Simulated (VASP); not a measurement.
Sb, 1 atom in the cell. It takes space group P4/mmm (No. 123, tetragonal). The conventional cell has a = 3.160 Å, b = 3.160 Å, c = 3.144 Å, α = 90.00°, β = 90.00°, γ = 90.00°. Within 4.1 Å of Sb (site symmetry 4/mmm) lie 6 Sb at 3.14 to 3.16 Å. This isn't the form of Sb at room conditions, which is rhombohedral. This cell differs from its parent crystal: strain -0.0050 x Voigt [1, 0, 0, 0, 0, 0].

- Program: VASP 6.6.1
- Task: single point
- Functional: r2SCAN
- Potentials or basis: VASP PAW PBE potentials, release 64 (Sb)
- Cutoff: 520 eV
- k mesh: 16 × 16 × 16
- Occupations: gaussian, width 0.15 eV
- Spin: no spin polarisation
- Dipole correction: no
- Further INCAR settings: ALGO = Normal; EDIFF = 1e-07; NBANDS = 8

Potentials or basis: VASP PAW PBE potentials, release 64 (Sb).

Launch:

```console
$ cat potpaw_PBE.64/Sb/POTCAR > POTCAR
$ cp INCAR.step1 INCAR
$ mpirun -np 1 vasp_std > vasp.out
$ cp INCAR.step2 INCAR
$ mpirun -np 1 vasp_std > vasp.out
```

Hardware: 1 thread of Intel(R) Xeon(R) Platinum 8259CL CPU @ 2.50GHz (Skylake/Cascade Lake) (shared host).

How long does it take, and how much memory?

Wall time 4.3 min on 1 thread of Intel(R) Xeon(R) Platinum 8259CL CPU @ 2.50GHz (Skylake/Cascade Lake), with other jobs on the host, peak memory 0.22 GiB. Counts: k points 405.
